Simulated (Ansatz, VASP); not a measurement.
One calculation of La, two programs

INCAR

```
SYSTEM = La
PREC = Accurate ; ENCUT = 520
EDIFF = 1E-8 ; ISMEAR = -1
SIGMA = 0.05 ; LREAL = .FALSE.
LASPH = .TRUE. ; NELM = 60
ALGO = Normal ; ISIF = 2
LWAVE = .FALSE. ; LCHARG = .FALSE.
GGA = PE ; LEFG = .TRUE.
NBANDS = 18
```

KPOINTS

```
regular mesh
0
G
  12 12 7
  0 0 0
```

File POSCAR:

```
La
1.0
    3.8572553588      0.0000000000      0.0000000000
   -1.9286276794      3.3404811296      0.0000000000
    0.0000000000      0.0000000000      6.1952989195
La
2
Direct
    0.3333333333      0.6666666667      0.2500000000
    0.6666666667      0.3333333333      0.7500000000
```

Input for Ansatz:

```yaml
crystal:
  lattice:
    - [3.8572553588, 0.0, 0.0]
    - [-1.9286276794, 3.3404811296, 0.0]
    - [0.0, 0.0, 6.1952989195]
  atoms:
    - { symbol: La, position: [0.3333333333, 0.6666666667, 0.25] }
    - { symbol: La, position: [0.6666666667, 0.3333333333, 0.75] }
kpoints:
  mp_grid: { grid: [12, 12, 7] }
scf:
  occupations: { method: fermi_dirac, width: 0.05 }
hamiltonian:
  xc: pbe
  pseudopotentials: { kind: paw }
output:
  forces: true
  stress: true
  eigenvalues: true
  efg: { contact_densities: true }
```

Change from the starting cell: volume scaled by 1.06, PAW files.

Alike in both runs: task electric field gradients; functional PBE; k mesh 12 × 12 × 7; occupations fermi-dirac, width 0.05 eV; no spin polarisation.

|  | VASP | Ansatz |
| --- | --- | --- |
| version | VASP 6.6.1 | Ansatz 0.2.0 |
| potentials or method | VASP PAW PBE potentials, release 64 (La) | PAW with Ansatz's default frozen-core files, scalar-relativistic |
| plane-wave cutoff (eV) | 520 | 420 |
| valence electrons in the cell | 22 | 22 |

```tsv
	VASP	Ansatz	Ansatz less VASP
pressure (GPa)	-1.4	-1.4	-0.05
traceless stress, the component that is largest in VASP (GPa)	-0.07	-0.08	-0.011
size of Vzz on the site where it differs most (V/Å²)	16.6	15.2	-1.39
```

With one functional, cell and mesh, what is left measures potentials, basis and numerics.

Spin-orbit coupling is off throughout.
